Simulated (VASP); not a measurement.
# Ba (P6_3/mmc) in VASP: further runs

The runs below take Ba through single point, with LDA.

Program: VASP 6.6.1. These are calculated values, not measurements. Logs are shortened: lines on timing, memory, paths and dates and some standing lists are left out, and cuts for length are marked.

### 1 The cell of the first run

It takes space group P6_3/mmc (No. 194, hexagonal). Conventional cell: a = 4.242 Å, b = 4.242 Å, c = 13.811 Å, α = 90.00°, β = 90.00°, γ = 120.00°. Within 5.6 Å of Ba (site symmetry -3m) lie 12 Ba at 4.23 to 4.24 Å. Within 5.6 Å of Ba (site symmetry -6m2) lie 12 Ba at 4.23 to 4.24 Å.

This isn't the form of Ba at room conditions, which is bcc.

### 2 Single point, LDA

File INCAR:

```
SYSTEM = Ba
PREC = Accurate ; ENCUT = 520
EDIFF = 1E-7 ; ISMEAR = -1
SIGMA = 0.1 ; LREAL = .FALSE.
LASPH = .TRUE. ; NELM = 60
ALGO = Normal ; ISIF = 2
LWAVE = .FALSE. ; LCHARG = .TRUE.
GGA = CA ; LELF = .TRUE.
LVHAR = .TRUE. ; NBANDS = 28
```

File KPOINTS:

```
Automatic mesh
0
G
  8 8 3
  0 0 0
```

File POSCAR:

```
Ba
1.0
    4.2418358400      0.0000000000      0.0000000000
   -2.1209179200      3.6735375961      0.0000000000
    0.0000000000      0.0000000000     13.8112695043
Ba
4
Direct
    1.0000000000      1.0000000000      0.0000000000
    1.0000000000      0.0000000000      0.5000000000
    0.3333333333      0.6666666667      0.2500000000
    0.6666666667      0.3333333333      0.7500000000
```

Potentials or basis: VASP PAW LDA potentials, release 64 (Ba_sv).

Command:

```bash
cat potpaw_LDA.64/Ba_sv/POTCAR > POTCAR
mpirun -np 1 vasp_std > vasp.out
```

OUTCAR:

```text
SYSTEM = Ba
   PREC = Accurate
   ENCUT = 520
   EDIFF = 1E-7
   ISMEAR = -1
   LREAL = .FALSE.
   LASPH = .TRUE.
   NELM = 60
   ISIF = 2
   GGA = CA

 ion  position               nearest neighbor table
   1  0.000  0.000  0.000-   3 4.23   4 4.23   3 4.23   4 4.23   4 4.23   3 4.23
   2  0.000  0.000  0.500-   3 4.23   4 4.23   3 4.23   4 4.23   4 4.23   3 4.23
   3  0.333  0.667  0.250-   1 4.23   2 4.23   1 4.23   2 4.23   1 4.23   2 4.23
   4  0.667  0.333  0.750-   1 4.23   2 4.23   1 4.23   2 4.23   1 4.23   2 4.23

  LATTYP: Found a hexagonal cell.
 ALAT       =     4.2418358400
 C/A-ratio  =     3.2559651116

  Lattice vectors:

 A1 = (   4.2418358400,   0.0000000000,   0.0000000000)
 A2 = (  -2.1209179200,   3.6735375961,   0.0000000000)
 A3 = (   0.0000000000,   0.0000000000,  13.8112695043)

Analysis of symmetry for initial positions (statically):
=====================================================================
 Subroutine PRICEL returns:
 Original cell was already a primitive cell.

 Routine SETGRP: Setting up the symmetry group for a
 hexagonal supercell.

 Subroutine GETGRP returns: Found 24 space group operations
 (whereof 12 operations were pure point group operations)
 out of a pool of 24 trial point group operations.

The static configuration has the point symmetry D_3d.
 The point group associated with its full space group is D_6h.

Analysis of symmetry for dynamics (positions and initial velocities):
=====================================================================
 Subroutine PRICEL returns:
 Original cell was already a primitive cell.

 Routine SETGRP: Setting up the symmetry group for a
 hexagonal supercell.

 Subroutine GETGRP returns: Found 24 space group operations
 (whereof 12 operations were pure point group operations)
 out of a pool of 24 trial point group operations.

The dynamic configuration has the point symmetry D_3d.
 The point group associated with its full space group is D_6h.

 Subroutine INISYM returns: Found 24 space group operations
 (whereof 12 operations are pure point group operations),
 and found     1 'primitive' translations

----------------------------------------------------------------------------------------

                                     Primitive cell

  volume of cell :     215.2147

  direct lattice vectors                    reciprocal lattice vectors
     4.241835840  0.000000000  0.000000000     0.235746983  0.136108584  0.000000000
    -2.120917920  3.673537596  0.000000000     0.000000000  0.272217168  0.000000000
     0.000000000  0.000000000 13.811269504     0.000000000  0.000000000  0.072404640

  length of vectors
     4.241835840  4.241835840 13.811269504     0.272217168  0.272217168  0.072404640

  position of ions in fractional coordinates (direct lattice)
     0.000000000  0.000000000  0.000000000
     0.000000000  0.000000000  0.500000000
     0.333333333  0.666666667  0.250000000
     0.666666667  0.333333333  0.750000000

  ion indices of the primitive-cell ions
   primitive index   ion index
                 1           1
                 2           2
                 3           3
                 4           4

----------------------------------------------------------------------------------------

 KPOINTS: Automatic mesh

Automatic generation of k-mesh.
 Grid dimensions read from file:
 generate k-points for:    8    8    3

 Generating k-lattice:

  Cartesian coordinates                     Fractional coordinates (reciprocal lattice)
     0.029468373  0.017013573  0.000000000     0.125000000  0.000000000  0.000000000
     0.000000000  0.034027146  0.000000000     0.000000000  0.125000000  0.000000000
     0.000000000  0.000000000  0.024134880     0.000000000  0.000000000  0.333333333

  Length of vectors
     0.034027146  0.034027146  0.024134880

  Shift w.r.t. Gamma in fractional coordinates (k-lattice)
     0.000000000  0.000000000  0.000000000

 Subroutine IBZKPT returns following result:
 ===========================================

 Found     20 irreducible k-points:

 Following reciprocal coordinates:
            Coordinates               Weight
  0.000000  0.000000  0.000000      1.000000
  0.125000 -0.000000  0.000000      6.000000
  0.250000 -0.000000  0.000000      6.000000
  0.375000  0.000000  0.000000      6.000000
  0.500000 -0.000000  0.000000      3.000000
  0.125000  0.125000  0.000000      6.000000
[... 12 lines left out ...]
  0.250000  0.250000  0.333333     12.000000
  0.375000  0.250000  0.333333     12.000000
   k-points           NKPTS =     20   k-points in BZ     NKDIM =     20   number of bands    NBANDS=     28
   number of dos      NEDOS =    301   number of ions     NIONS =      4
   total plane-waves  NPLWV = 110592
   dimension x,y,z NGX =    32 NGY =   32 NGZ =  108
   dimension x,y,z NGXF=    64 NGYF=   64 NGZF=  216
   ions per type =               4
   NGX,Y,Z   is equivalent  to a cutoff of  12.54, 12.54, 13.00 a.u.
   NGXF,Y,Z  is equivalent  to a cutoff of  25.08, 25.08, 26.00 a.u.
 SYSTEM =  Ba
   PREC   = accura    normal or accurate (medium, high low for compatibility)
   ISTART =      0    job   : 0-new  1-cont  2-samecut
   ICHARG =      2    charge: 1-file 2-atom 10-const
   ISPIN  =      1    spin polarized calculation?
   LNONCOLLINEAR =      F non collinear calculations
   LSORBIT =      F    spin-orbit coupling
   LASPH  =      T    aspherical Exc in radial PAW
   ENCUT  =  520.0 eV  38.22 Ry    6.18 a.u.   7.89  7.89 25.68*2*pi/ulx,y,z
   NELM   =     60;   NELMIN=  2; NELMDL= -5     # of ELM steps
   EDIFF  = 0.1E-06   stopping-criterion for ELM
   LREAL  =      F    real-space projection
   EDIFFG = 0.1E-05   stopping-criterion for IOM
   NSW    =      0    number of steps for IOM
   IBRION =     -1    ionic relax: 0-MD 1-quasi-New 2-CG
   NFREE  =      0    steps in history (QN), initial steepest desc. (CG)
   ISIF   =      2    stress and relaxation
   ISYM   =      2    0-nonsym 1-usesym 2-fastsym
   POTIM  = 0.5000    time-step for ionic-motion
   TEBEG  =    0.0;   TEEND  =   0.0 temperature during run
   PSTRESS=    0.0 pullay stress
   NELECT =      40.0000    total number of electrons
   NUPDOWN=      -1.0000    fix difference up-down
   EMIN   =  10.00;   EMAX   =-10.00  energy-range for DOS
   EFERMI =   0.00;   METHOD = LEGACY
   ISMEAR =    -1;   SIGMA  =   0.10  broadening in eV -4-tet -1-fermi 0-gaus
   EFERMI_NEDOS =   21; number of points for ismear=-14 and -15
   IALGO  =     38    algorithm
   IMIX   =      4    mixing-type and parameters
     AMIX     =   0.40;   BMIX     =  1.00
     AMIX_MAG =   1.60;   BMIX_MAG =  1.00
  volume/ion in A,a.u.               =      53.80       363.09
  Fermi-wavevector in a.u.,A,eV,Ry     =   0.934267  1.765508 11.875902  0.872854
  Thomas-Fermi vector in A             =   2.061054
   LORBIT       =      0    0 simple, 1 ext, 2 COOP (PROOUT), +10 PAW based schemes
   GGA     = CA    functional components
   LHFCALC =     F    Hartree Fock is set to
   AEXX    =    0.0000 exact exchange contribution
   IVDW    =     0    specifies the selected vdW correction
   LEPSILON=     F    determine dielectric tensor
   LRPA    =     F    only Hartree local field effects (RPA)
 non-spin polarized calculation
  energy-cutoff  :      520.00
  volume of cell :      215.21
 maximum number of plane-waves:      5824
 NGX is ok and might be reduce to    32
   NGX = 15   NGY = 15   NGZ = 51

 number of electron      39.9999998 magnetization

 Free energy of the ion-electron system (eV)
  ---------------------------------------------------
  ext. energy  EPLUGINS =         0.00000000
  ---------------------------------------------------
  free energy    TOTEN  =        -9.05426643 eV

  energy without entropy =       -8.84423656  energy(sigma->0) =       -8.94925150

 E-fermi :   2.0024     XC(G=0):  -8.1418

 val. band max:        1.9860342171   @ k =   0.3750   0.0000   0.3333
 cond. band min:       2.0322636572   @ k =   0.2500   0.1250   0.0000
 fundamental gap:      0.0462294402
 Fermi energy:         2.0023757372

 k-point     1 :       0.0000    0.0000    0.0000
  band No.  band energies     occupation
      1     -26.5686      2.00000
      2     -26.5347      2.00000
      3     -26.5197      2.00000
      4     -26.4851      2.00000
      5     -12.1845      2.00000
      6     -11.8224      2.00000
[... 20 lines left out ...]
     27       3.8068      0.00000
     28       3.9010      0.00000

 k-point     2 :       0.1250   -0.0000    0.0000
  band No.  band energies     occupation
      1     -26.5582      2.00000
      2     -26.5270      2.00000
      3     -26.5119      2.00000
      4     -26.4801      2.00000
      5     -12.1476      2.00000
      6     -11.8350      2.00000
[... 20 lines left out ...]
     27       3.9933      0.00000
     28       4.0087      0.00000

 k-point     3 :       0.2500   -0.0000    0.0000
  band No.  band energies     occupation
      1     -26.5320      2.00000
      2     -26.5082      2.00000
      3     -26.4931      2.00000
      4     -26.4689      2.00000
      5     -12.0519      2.00000
      6     -11.9283      2.00000
[... 20 lines left out ...]
     27       3.9174      0.00000
     28       4.1070      0.00000

 k-point     4 :       0.3750    0.0000    0.0000
  band No.  band energies     occupation
      1     -26.5031      2.00000
      2     -26.4892      2.00000
      3     -26.4741      2.00000
      4     -26.4601      2.00000
      5     -12.0941      2.00000
      6     -12.0930      2.00000
[... 454 lines left out ...]
     27       3.6119      0.00000
     28       3.9066      0.00000

 k-point    19 :       0.2500    0.2500    0.3333
  band No.  band energies     occupation
      1     -26.4878      2.00000
      2     -26.4840      2.00000
      3     -26.4636      2.00000
      4     -26.4597      2.00000
      5     -12.0405      2.00000
      6     -12.0313      2.00000
[... 20 lines left out ...]
     27       3.2649      0.00001
     28       3.4454      0.00000

 k-point    20 :       0.3750    0.2500    0.3333
  band No.  band energies     occupation
      1     -26.4772      2.00000
      2     -26.4762      2.00000
      3     -26.4602      2.00000
      4     -26.4593      2.00000
      5     -12.0502      2.00000
      6     -12.0449      2.00000
[... 20 lines left out ...]
     27       3.2995      0.00000
     28       3.4748      0.00000

------------------------ aborting loop because EDIFF is reached ----------------------------------------

  FORCE on cell =-STRESS in cart. coord.  units (eV):
  Direction    XX          YY          ZZ          XY          YZ          ZX
  --------------------------------------------------------------------------------------
  -------------------------------------------------------------------------------------
  Total        0.1075719      0.1075719      0.0919735      0.0000000     -0.0000000     -0.0000000
  in kB        0.8008249      0.8008249      0.6847013      0.0000000     -0.0000000     -0.0000000
  external PRESSURE =       0.7621171 kB  Pullay stress =       0.0000000 kB

 VOLUME and BASIS-vectors are now :
 -----------------------------------------------------------------------------
  energy-cutoff  :      520.00
  volume of cell :      215.21
      direct lattice vectors                 reciprocal lattice vectors
     4.241835840  0.000000000  0.000000000     0.235746983  0.136108584  0.000000000
    -2.120917920  3.673537596  0.000000000     0.000000000  0.272217168  0.000000000
     0.000000000  0.000000000 13.811269504     0.000000000  0.000000000  0.072404640

 POSITION                                       TOTAL-FORCE (eV/Angst)
 -----------------------------------------------------------------------------------
      0.00000      0.00000      0.00000         0.000000      0.000000      0.000000
      0.00000      0.00000      6.90563         0.000000      0.000000      0.000000
     -0.00000      2.44903      3.45282         0.000000     -0.000000      0.000000
      2.12092      1.22451     10.35845        -0.000000      0.000000      0.000000
 -----------------------------------------------------------------------------------
    total drift:                                0.000000      0.000000     -0.000000

  FREE ENERGIE OF THE ION-ELECTRON SYSTEM (eV)
  ---------------------------------------------------
  free  energy   TOTEN  =        -9.0542664297 eV

  energy  without entropy=       -8.8442365612  energy(sigma->0) =       -8.94925150
```

It took 2.1 min on 1 thread of Oxide Virtual Turin-like, shared host; peak memory 0.26 GiB.

Results:

| Property | Result |
| --- | --- |
| Free energy | -9.0543 eV |
| Pressure | 0.1 GPa |
| Band gap on the k mesh | zero (bands 20 and 21 overlap by 0.32 eV) |

Caveat: spin-orbit coupling is left out, which moves the levels of the heavy elements.

### 3 Single point, LDA (47.35 Å³/atom)

This run uses another cell than the first one, of 47.35 Å³/atom.

File INCAR:

```
PREC = Accurate
ENCUT = 520
EDIFF = 1E-6
ISMEAR = -1
SIGMA = 0.1
LREAL = False
LASPH = True
NELM = 80
ALGO = Normal
ISIF = 2
LWAVE = False
LCHARG = True
LELF = True
LVHAR = True
NBANDS = 28
```

File KPOINTS:

```
regular mesh
0
Gamma
  10 10 3
```

File POSCAR:

```
Ba
1.0
    4.0648832948      0.0000000000      0.0000000000
   -2.0324416474      3.5202921967      0.0000000000
    0.0000000000      0.0000000000     13.2351181909
Ba
4
Direct
    1.0000000000      1.0000000000      0.0000000000
    1.0000000000      0.0000000000      0.5000000000
    0.3333333333      0.6666666667      0.2500000000
    0.6666666667      0.3333333333      0.7500000000
```

Potentials or basis: VASP PAW LDA potentials, release 64 (Ba_sv).

Command:

```bash
cat potpaw_LDA.64/Ba_sv/POTCAR > POTCAR
mpirun -np 1 vasp_std > vasp.out
```

OUTCAR:

```text
PREC = Accurate
   ENCUT = 520
   EDIFF = 1E-6
   ISMEAR = -1
   LREAL = False
   LASPH = True
   NELM = 80
   ISIF = 2

 ion  position               nearest neighbor table
   1  0.000  0.000  0.000-   3 4.06   4 4.06   3 4.06   4 4.06   4 4.06   3 4.06
   2  0.000  0.000  0.500-   3 4.06   4 4.06   3 4.06   4 4.06   4 4.06   3 4.06
   3  0.333  0.667  0.250-   1 4.06   2 4.06   1 4.06   2 4.06   1 4.06   2 4.06
   4  0.667  0.333  0.750-   1 4.06   2 4.06   1 4.06   2 4.06   1 4.06   2 4.06

  LATTYP: Found a hexagonal cell.
 ALAT       =     4.0648832948
 C/A-ratio  =     3.2559651117

  Lattice vectors:

 A1 = (   4.0648832948,   0.0000000000,   0.0000000000)
 A2 = (  -2.0324416474,   3.5202921967,   0.0000000000)
 A3 = (   0.0000000000,   0.0000000000,  13.2351181909)

Analysis of symmetry for initial positions (statically):
=====================================================================
 Subroutine PRICEL returns:
 Original cell was already a primitive cell.

 Routine SETGRP: Setting up the symmetry group for a
 hexagonal supercell.

 Subroutine GETGRP returns: Found 24 space group operations
 (whereof 12 operations were pure point group operations)
[... 170 lines left out ...]

 val. band max:        2.5002798852   @ k =   0.3000   0.2000   0.0000
 cond. band min:       2.5034347285   @ k =   0.4000   0.1000   0.3333
 fundamental gap:      0.0031548433
 Fermi energy:         2.5026673639

 k-point     1 :       0.0000    0.0000    0.0000
  band No.  band energies     occupation
      1     -25.9189      2.00000
      2     -25.8613      2.00000
      3     -25.8379      2.00000
      4     -25.7786      2.00000
      5     -11.7206      2.00000
      6     -11.2057      2.00000
[... 733 lines left out ...]
     27       4.5274      0.00000
     28       4.8284      0.00000

 [... further k-points ...]

------------------------ aborting loop because EDIFF is reached ----------------------------------------

  FORCE on cell =-STRESS in cart. coord.  units (eV):
  Direction    XX          YY          ZZ          XY          YZ          ZX
  --------------------------------------------------------------------------------------
  -------------------------------------------------------------------------------------
  Total        1.7691228      1.7691228      1.7515364      0.0000000      0.0000000      0.0000000
  in kB       14.9662828     14.9662828     14.8175070      0.0000000      0.0000000      0.0000000
  external PRESSURE =      14.9166909 kB  Pullay stress =       0.0000000 kB

 VOLUME and BASIS-vectors are now :
 -----------------------------------------------------------------------------
  energy-cutoff  :      520.00
  volume of cell :      189.39
      direct lattice vectors                 reciprocal lattice vectors
     4.064883295  0.000000000  0.000000000     0.246009523  0.142033664  0.000000000
    -2.032441647  3.520292197  0.000000000     0.000000000  0.284067329  0.000000000
     0.000000000  0.000000000 13.235118191     0.000000000  0.000000000  0.075556560

 POSITION                                       TOTAL-FORCE (eV/Angst)
 -----------------------------------------------------------------------------------
      0.00000      0.00000      0.00000        -0.000000      0.000000      0.000000
      0.00000      0.00000      6.61756        -0.000000      0.000000      0.000000
     -0.00000      2.34686      3.30878         0.000000      0.000000     -0.000000
      2.03244      1.17343      9.92634        -0.000000      0.000000      0.000000
 -----------------------------------------------------------------------------------
    total drift:                               -0.000000      0.000000     -0.000000

  FREE ENERGIE OF THE ION-ELECTRON SYSTEM (eV)
  ---------------------------------------------------
  free  energy   TOTEN  =        -8.9314476268 eV

  energy  without entropy=       -8.7261455644  energy(sigma->0) =       -8.82879660
```

Wall time 1.7 min (1 thread of Oxide Virtual Turin-like, shared host); peak memory 0.25 GiB.

Results:

- Free energy: -8.9314 eV
- Pressure: 1.5 GPa
- Band gap on the k mesh: zero (bands 20 and 21 overlap by 0.51 eV)

Caveat: spin-orbit coupling is left out, which moves the levels of the heavy elements.

(Part 1 of 2 ends here.)

The gap in the log of VASP goes by the Fermi energy; the results here count the filled bands.